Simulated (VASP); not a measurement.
# Li (C2/m) in VASP: notebook

Li is run at these levels: PBE; tasks: electric field gradients.

All numbers are computed with VASP 6.6.1; they aren't measurements. Logs are shortened: lines on timing, memory, paths and dates and some standing lists are left out, and cuts for length are marked.

## 1. The cell of the first run

It takes space group C2/m (No. 12, monoclinic). Conventional cell: a = 5.308 Å, b = 3.065 Å, c = 4.965 Å, α = 90.00°, β = 90.00°, γ = 90.00°. Li (site symmetry m) has 12 Li at 2.68 to 3.36 Å within 3.5 Å.

## 2. Electric field gradients, PBE

The input, INCAR:

```
SYSTEM = Li
PREC     = Accurate       ! precision mode
ENCUT    = 520            ! plane-wave cutoff, eV
EDIFF    = 1E-8           ! SCF threshold, eV
ISMEAR   = -1             ! smearing method
SIGMA    = 0.05           ! smearing width, eV
LREAL    = .False.        ! projectors in reciprocal space
LASPH    = .True.         ! aspherical terms in the spheres
NELM     = 100            ! most SCF steps
ALGO     = Normal         ! electronic algorithm
ISIF     = 2              ! what is computed and relaxed
LWAVE    = .False.        ! write WAVECAR
LCHARG   = .False.        ! write CHGCAR
GGA      = PE             ! functional
LEFG     = .True.       
ISYM     = 0            
NBANDS   = 10             ! bands
```

The input, KPOINTS:

```
Automatic mesh
0
Gamma
  11 11 6
  0.5 0.5 0.5
```

The input, POSCAR:

```
Li
1.0
    3.0646488937      0.0000000000      0.0000000000
   -1.5323244468      2.6540637956      0.0000000000
    0.0000000000      0.0000000000      4.9647312077
Li
2
Direct
    0.2933333333      0.6466666667      0.2200000000
    0.7066666667      0.3533333333      0.7800000000
```

Potentials or basis: VASP PAW PBE potentials, release 64 (Li_sv).

The run is started by

```bash
$ cat potpaw_PBE.64/Li_sv/POTCAR > POTCAR
$ mpirun -np 1 vasp_std > vasp.out
```

OUTCAR:

```text
SYSTEM = Li
   PREC = Accurate
   ENCUT = 520
   EDIFF = 1E-8
   ISMEAR = -1
   LREAL = .False.
   LASPH = .True.
   NELM = 100
   ISIF = 2
   GGA = PE
   ISYM = 0

 ion  position               nearest neighbor table
   1  0.293  0.647  0.220-
   2  0.707  0.353  0.780-

IMPORTANT INFORMATION: All symmetrisations will be switched off!
NOSYMM: (Re-)initialisation of all symmetry stuff for point group C_1.

----------------------------------------------------------------------------------------

                                     Primitive cell

  volume of cell :      40.3820

  direct lattice vectors                    reciprocal lattice vectors
     3.064648894  0.000000000  0.000000000     0.326301653  0.188390347  0.000000000
    -1.532324447  2.654063796  0.000000000     0.000000000  0.376780694  0.000000000
     0.000000000  0.000000000  4.964731208     0.000000000  0.000000000  0.201420773

  length of vectors
     3.064648894  3.064648894  4.964731208     0.376780694  0.376780694  0.201420773

  position of ions in fractional coordinates (direct lattice)
     0.293333333  0.646666667  0.220000000
     0.706666667  0.353333333  0.780000000

  ion indices of the primitive-cell ions
   primitive index   ion index
                 1           1
                 2           2

----------------------------------------------------------------------------------------

 KPOINTS: Automatic mesh

Automatic generation of k-mesh.
 Grid dimensions read from file:
 generate k-points for:   11   11    6

 Generating k-lattice:

  Cartesian coordinates                     Fractional coordinates (reciprocal lattice)
     0.029663787  0.017126395  0.000000000     0.090909091 -0.000000000  0.000000000
     0.000000000  0.034252790  0.000000000     0.000000000  0.090909091  0.000000000
     0.000000000  0.000000000  0.033570129     0.000000000  0.000000000  0.166666667

  Length of vectors
     0.034252790  0.034252790  0.033570129

  Shift w.r.t. Gamma in fractional coordinates (k-lattice)
     0.500000000  0.500000000  0.500000000

 Subroutine IBZKPT returns following result:
 ===========================================

 Found   1089 irreducible k-points:

 Following reciprocal coordinates:
            Coordinates               Weight
  0.045455  0.045455  0.083333      2.000000
 -0.045455  0.090909  0.083333      2.000000
 -0.090909  0.045455  0.083333      2.000000
 -0.045455 -0.045455  0.083333      2.000000
  0.045455 -0.090909  0.083333      2.000000
  0.090909 -0.045455  0.083333      2.000000
[... 16 lines left out ...]
  0.045455 -0.272727  0.083333      2.000000
  0.272727 -0.227273  0.083333      2.000000
 [... further k-points ...]
   k-points           NKPTS =   1089   k-points in BZ     NKDIM =   1089   number of bands    NBANDS=     10
   number of dos      NEDOS =    301   number of ions     NIONS =      2
   total plane-waves  NPLWV =  23040
   dimension x,y,z NGX =    24 NGY =   24 NGZ =   40
   dimension x,y,z NGXF=    48 NGYF=   48 NGZF=   80
   ions per type =               2
   NGX,Y,Z   is equivalent  to a cutoff of  13.02, 13.02, 13.39 a.u.
   NGXF,Y,Z  is equivalent  to a cutoff of  26.04, 26.04, 26.79 a.u.
 SYSTEM =  Li
   PREC   = accura    normal or accurate (medium, high low for compatibility)
   ISTART =      0    job   : 0-new  1-cont  2-samecut
   ICHARG =      2    charge: 1-file 2-atom 10-const
   ISPIN  =      1    spin polarized calculation?
   LNONCOLLINEAR =      F non collinear calculations
   LSORBIT =      F    spin-orbit coupling
   LASPH  =      T    aspherical Exc in radial PAW
   ENCUT  =  520.0 eV  38.22 Ry    6.18 a.u.   5.70  5.70  9.23*2*pi/ulx,y,z
   NELM   =    100;   NELMIN=  2; NELMDL= -5     # of ELM steps
   EDIFF  = 0.1E-07   stopping-criterion for ELM
   LREAL  =      F    real-space projection
   EDIFFG = 0.1E-06   stopping-criterion for IOM
   NSW    =      0    number of steps for IOM
   IBRION =     -1    ionic relax: 0-MD 1-quasi-New 2-CG
   NFREE  =      0    steps in history (QN), initial steepest desc. (CG)
   ISIF   =      2    stress and relaxation
   ISYM   =      0    0-nonsym 1-usesym 2-fastsym
   POTIM  = 0.5000    time-step for ionic-motion
   TEBEG  =    0.0;   TEEND  =   0.0 temperature during run
   PSTRESS=    0.0 pullay stress
   NELECT =       6.0000    total number of electrons
   NUPDOWN=      -1.0000    fix difference up-down
   EMIN   =  10.00;   EMAX   =-10.00  energy-range for DOS
   EFERMI =   0.00;   METHOD = LEGACY
   ISMEAR =    -1;   SIGMA  =   0.05  broadening in eV -4-tet -1-fermi 0-gaus
   EFERMI_NEDOS =   21; number of points for ismear=-14 and -15
   IALGO  =     38    algorithm
   IMIX   =      4    mixing-type and parameters
     AMIX     =   0.40;   BMIX     =  1.00
     AMIX_MAG =   1.60;   BMIX_MAG =  1.00
  volume/ion in A,a.u.               =      20.19       136.26
  Fermi-wavevector in a.u.,A,eV,Ry     =   0.867087  1.638557 10.229401  0.751840
  Thomas-Fermi vector in A             =   1.985570
   LORBIT       =      0    0 simple, 1 ext, 2 COOP (PROOUT), +10 PAW based schemes
   GGA     = PE    functional components
   LHFCALC =     F    Hartree Fock is set to
   AEXX    =    0.0000 exact exchange contribution
   IVDW    =     0    specifies the selected vdW correction
   LEPSILON=     F    determine dielectric tensor
   LRPA    =     F    only Hartree local field effects (RPA)
 non-spin polarized calculation
  energy-cutoff  :      520.00
  volume of cell :       40.38
 maximum number of plane-waves:      1096
   NGX = 11   NGY = 11   NGZ = 19

 number of electron       5.9999982 magnetization

 Free energy of the ion-electron system (eV)
  ---------------------------------------------------
  ext. energy  EPLUGINS =         0.00000000
  ---------------------------------------------------
  free energy    TOTEN  =        -3.75133569 eV

  energy without entropy =       -3.74332076  energy(sigma->0) =       -3.74732822

 E-fermi :   0.6329     XC(G=0):  -7.0373

 val. band max:        0.6324713722   @ k =  -0.1364  -0.4545   0.0833
 cond. band min:       0.6330127426   @ k =   0.4545  -0.4091   0.4167
 fundamental gap:      0.0005413704
 Fermi energy:         0.6329072917

 k-point     1 :       0.0455    0.0455    0.0833
  band No.  band energies     occupation
      1     -45.9000      2.00000
      2     -45.8733      2.00000
      3      -2.7973      2.00000
      4       0.6592      0.74257
      5       3.8199      0.00000
      6      12.0270      0.00000
      7      12.1850      0.00000
      8      14.3709      0.00000
      9      14.8184      0.00000
     10      15.2132      0.00000

 k-point     2 :      -0.0455    0.0909    0.0833
  band No.  band energies     occupation
      1     -45.9002      2.00000
      2     -45.8732      2.00000
      3      -2.7974      2.00000
      4       0.6581      0.75340
      5       3.8294      0.00000
      6      11.9501      0.00000
      7      12.2639      0.00000
      8      13.9583      0.00000
      9      15.0473      0.00000
     10      15.3619      0.00000

 k-point     3 :      -0.0909    0.0455    0.0833
  band No.  band energies     occupation
      1     -45.9001      2.00000
      2     -45.8733      2.00000
      3      -2.7976      2.00000
      4       0.6569      0.76431
      5       3.8278      0.00000
      6      12.0042      0.00000
      7      12.1727      0.00000
      8      14.4711      0.00000
      9      14.7157      0.00000
     10      15.2214      0.00000

 k-point     4 :      -0.0455   -0.0455    0.0833
  band No.  band energies     occupation
      1     -45.9001      2.00000
      2     -45.8733      2.00000
      3      -2.7976      2.00000
      4       0.6569      0.76431
      5       3.8278      0.00000
      6      12.0042      0.00000
      7      12.1727      0.00000
      8      14.4711      0.00000
      9      14.7156      0.00000
     10      15.2214      0.00000

 k-point     5 :       0.0455   -0.0909    0.0833
  band No.  band energies     occupation
      1     -45.9002      2.00000
      2     -45.8732      2.00000
      3      -2.7974      2.00000
      4       0.6581      0.75340
      5       3.8294      0.00000
      6      11.9501      0.00000
      7      12.2639      0.00000
      8      13.9583      0.00000
      9      15.0473      0.00000
     10      15.3619      0.00000

 k-point     6 :       0.0909   -0.0455    0.0833
  band No.  band energies     occupation
      1     -45.9000      2.00000
      2     -45.8733      2.00000
      3      -2.7973      2.00000
      4       0.6592      0.74257
      5       3.8199      0.00000
      6      12.0270      0.00000
      7      12.1850      0.00000
      8      14.3709      0.00000
      9      14.8185      0.00000
     10      15.2132      0.00000
[... 183 lines left out ...]
 k-point    21 :      -0.2727    0.2273    0.0833
  band No.  band energies     occupation
      1     -45.8920      2.00000
      2     -45.8708      2.00000
      3      -1.8909      2.00000
      4       1.7746      0.00000
      5       4.1782      0.00000
      6       7.7092      0.00000
      7       9.9657      0.00000
      8      11.6218      0.00000
      9      13.3891      0.00000
     10      13.7182      0.00000

 k-point    22 :      -0.2273   -0.0455    0.0833
  band No.  band energies     occupation
      1     -45.8911      2.00000
      2     -45.8717      2.00000
      3      -1.8867      2.00000
      4       1.7679      0.00000
      5       4.0607      0.00000
      6       8.0188      0.00000
      7       9.9241      0.00000
      8      11.8254      0.00000
      9      12.8350      0.00000
     10      14.0621      0.00000

 k-point    23 :       0.0455   -0.2727    0.0833
  band No.  band energies     occupation
      1     -45.8923      2.00000
      2     -45.8705      2.00000
      3      -1.8908      2.00000
      4       1.7767      0.00000
      5       4.1875      0.00000
      6       7.7232      0.00000
      7       9.9112      0.00000
      8      11.6397      0.00000
      9      13.2892      0.00000
     10      13.6556      0.00000

 k-point    24 :       0.2727   -0.2273    0.0833
  band No.  band energies     occupation
      1     -45.8919      2.00000
      2     -45.8708      2.00000
      3      -1.8887      2.00000
      4       1.7830      0.00000
      5       4.1214      0.00000
      6       7.7977      0.00000
      7       9.9697      0.00000
      8      11.9728      0.00000
      9      12.8457      0.00000
     10      13.6304      0.00000

 [... further k-points ...]
[... 5 lines left out ...]
  --------------------------------------------------------------------------------------
  -------------------------------------------------------------------------------------
  Total        0.0972361      0.0021975      0.1943418      0.0822245      0.0368227      0.0637771
  in kB        3.8578946      0.0871874      7.7106154      3.2623017      1.4609604      2.5303923
  external PRESSURE =       3.8852325 kB  Pullay stress =       0.0000000 kB

 VOLUME and BASIS-vectors are now :
 -----------------------------------------------------------------------------
  energy-cutoff  :      520.00
  volume of cell :       40.38
      direct lattice vectors                 reciprocal lattice vectors
     3.064648894  0.000000000  0.000000000     0.326301653  0.188390347  0.000000000
    -1.532324447  2.654063796  0.000000000     0.000000000  0.376780694  0.000000000
     0.000000000  0.000000000  4.964731208     0.000000000  0.000000000  0.201420773

 POSITION                                       TOTAL-FORCE (eV/Angst)
 -----------------------------------------------------------------------------------
     -0.09194      1.71629      1.09224         0.053525      0.030906      0.411925
      1.62426      0.93777      3.87249        -0.053525     -0.030906     -0.411925
 -----------------------------------------------------------------------------------
    total drift:                                0.000000     -0.000000      0.000000

  FREE ENERGIE OF THE ION-ELECTRON SYSTEM (eV)
  ---------------------------------------------------
  free  energy   TOTEN  =        -3.7513356860 eV

  energy  without entropy=       -3.7433207563  energy(sigma->0) =       -3.74732822

 Electric field gradients (V/A^2)
---------------------------------------------------------------------
 ion       V_xx      V_yy      V_zz      V_xy      V_xz      V_yz
---------------------------------------------------------------------
   1      -0.038    -0.196     0.234     0.140     0.092     0.053
   2      -0.038    -0.196     0.234     0.140     0.092     0.053
---------------------------------------------------------------------

 Electric field gradients after diagonalization (V/A^2)
 (convention: |V_zz| > |V_xx| > |V_yy|)
----------------------------------------------------------------------
 ion       V_xx      V_yy      V_zz     asymmetry (V_yy - V_xx)/ V_zz
----------------------------------------------------------------------
   1      -0.278    -0.004     0.282       0.974
   2      -0.278    -0.004     0.282       0.974
----------------------------------------------------------------------

           NMR quadrupolar parameters

 Cq : quadrupolar parameter    Cq=e*Q*V_zz/h
 eta: asymmetry parameters     (V_yy - V_xx)/ V_zz
 Q  : nuclear electric quadrupole moment in mb (millibarn)
----------------------------------------------------------------------
 ion       Cq(MHz)       eta       Q (mb)
----------------------------------------------------------------------
   1       0.001       0.974       1.000
   2       0.001       0.974       1.000
----------------------------------------------------------------------
```

Run time: 4.3 min. Hardware: 1 thread of AMD EPYC 7R43 (Zen 3), shared host; peak memory 0.38 GiB.

What came out:

* Free energy: -3.7513 eV
* Largest force: 0.417 eV/Å
* Band gap on the k mesh: zero (band 3 reaches 2.41 eV, above the bottom of band 4 at -1.33 eV)

Forces in eV/Å, atoms in the order of the input:
```
Li   0.054  0.031  0.412
Li  -0.054 -0.031 -0.412
```

Levels at points of the mesh, in eV from the Fermi level:
```csv
k point,band 1,band 2,band 3,band 4,band 5,band 6,band 7,band 8
"(0.05, 0.05, 0.08)",-46.53,-46.51,-3.43,0.03,3.19,11.39,11.55,13.74
```

Caveat: the cutoff is under 1.25 times the usual one of these potentials, so pressure, stress and relaxed cells hold a basis-set (Pulay) error; without QUAD_EFG the Cq values of the log hold for a quadrupole moment of 1 mb, not for the nuclei.

(Part 1 of 2 ends here.)
